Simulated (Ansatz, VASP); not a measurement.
## CdHg2Se3 in VASP and in Ansatz

```
Cd Hg Se
1.0
     4.42140    0.00000    0.00000
    -2.21070    3.82904    0.00000
     0.00000    0.00000   21.66903
Cd Hg Se
2 4 6
Cartesian
  2.2107 1.2763 14.4364
  0.0000 2.5527 3.6019
  2.2107 1.2763 0.0132
  2.2107 1.2763 7.2127
  0.0000 2.5527 10.8477
  0.0000 2.5527 18.0472
  2.2107 1.2763 2.7346
  2.2107 1.2763 9.9307
  2.2107 1.2763 17.1364
  0.0000 2.5527 6.3019
  0.0000 2.5527 13.5691
  0.0000 2.5527 20.7652
```

Alike in both runs: functional PBE; k mesh 6 × 6 × 1; occupations gaussian, width 0.1 eV; no spin polarisation.

Ansatz relaxed the structure, and its values are those at the end. VASP's run is a single point on that final structure, the one shown.

|  | VASP | Ansatz |
| --- | --- | --- |
| version | VASP 6.6.1 | Ansatz 0.2.0 |
| potentials or method | VASP PAW PBE potentials, release 64 (Cd, Hg, Se), cutoff 500 eV | scalar-relativistic, plane waves, PAW |
| valence electrons in the cell | 108 | 216 |

|  | VASP | Ansatz | Ansatz less VASP |
| --- | --- | --- | --- |
| gap on the k mesh at the Fermi level (eV) | none | none | - |
| pressure (GPa) | 0.0 | -0.2 | -0.20 |
| rms of the force components (eV/Å) | 0.004 | 0.005 | +0.0005 |

A gap of «none» marks a metal or a gap that the smearing closes. VASP's potentials hold 108 valence electrons a cell and Ansatz's 216, so a difference there can come from the potentials and not from the codes.

Neither program's run includes spin-orbit coupling.
